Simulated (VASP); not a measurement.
Set up this calculation in VASP 6.6.1, as the native input.

```
Task                   : single point
Functional             : revPBE
Potentials or basis    : VASP PAW PBE potentials, release 64 (Ni, Si)
Cutoff                 : 520 eV
k mesh                 : 4 × 4 × 4
Occupations            : fermi-dirac, width 0.05 eV
Spin                   : collinear spin, ferromagnetic start
Starting moments       : [1.0, 1.0, 1.0, 0.0] μB
Dipole correction      : no
Further INCAR settings : ALGO = Fast; EDIFF = 1e-06; NBANDS = 29
```

The structure of SiNi3 lies in POSCAR:

```
SiNi3
1.0
    3.5420000000      0.0000000000      0.0000000000
    0.0000000000      3.5420000000      0.0000000000
    0.0000000000      0.0000000000      3.5420000000
Ni Si
3 1
Direct
    0.5000000000      0.5000000000      0.0000000000
    0.5000000000      0.0000000000      0.5000000000
    0.0000000000      0.5000000000      0.5000000000
    0.0000000000      0.0000000000      0.0000000000
```

These files were run (other wordings do the same):

INCAR

```
PREC     = Accurate       # precision mode
ENCUT    = 520            # plane-wave cutoff, eV
EDIFF    = 1E-6           # SCF threshold, eV
ISMEAR   = -1             # smearing method
SIGMA    = 0.05           # smearing width, eV
LREAL    = F              # projectors in reciprocal space
LASPH    = T              # aspherical terms in the spheres
NELM     = 150            # most SCF steps
ALGO     = Fast           # electronic algorithm
ISIF     = 2              # what is computed and relaxed
LWAVE    = F              # write WAVECAR
LCHARG   = F              # write CHGCAR
ISPIN    = 2              # spin polarisation
MAGMOM   = 1 1 1 0        # initial moments
LORBIT   = 11             # projections on sites
LMAXMIX  = 4              # l up to which the mixer works
GGA      = RE             # functional
NBANDS   = 29             # bands
```

KPOINTS

```
regular mesh
0
Gamma
  4 4 4
```

Potentials or basis: VASP PAW PBE potentials, release 64 (Ni, Si).

Command:

```console
$ cat potpaw_PBE.64/Ni/POTCAR potpaw_PBE.64/Si/POTCAR > POTCAR
$ mpirun -np 1 vasp_std > vasp.out
```

Results of the run:

- Pressure: -2.6 GPa
- Band gap on the k mesh: zero (filled and empty bands overlap)
- Net moment: 0.00 μB per cell
- Valence electrons inside the program's atomic spheres: Ni 9.40; Si 1.54

Caveat: the k points lie up to 0.44 Å⁻¹ apart; the PAW data sets were made with another functional, which shifts forces and pressure a little.

Run time: 35 s on 1 thread of Intel(R) Xeon(R) Platinum 8259CL CPU @ 2.50GHz (Skylake/Cascade Lake), on a shared host, peak memory 0.17 GiB.
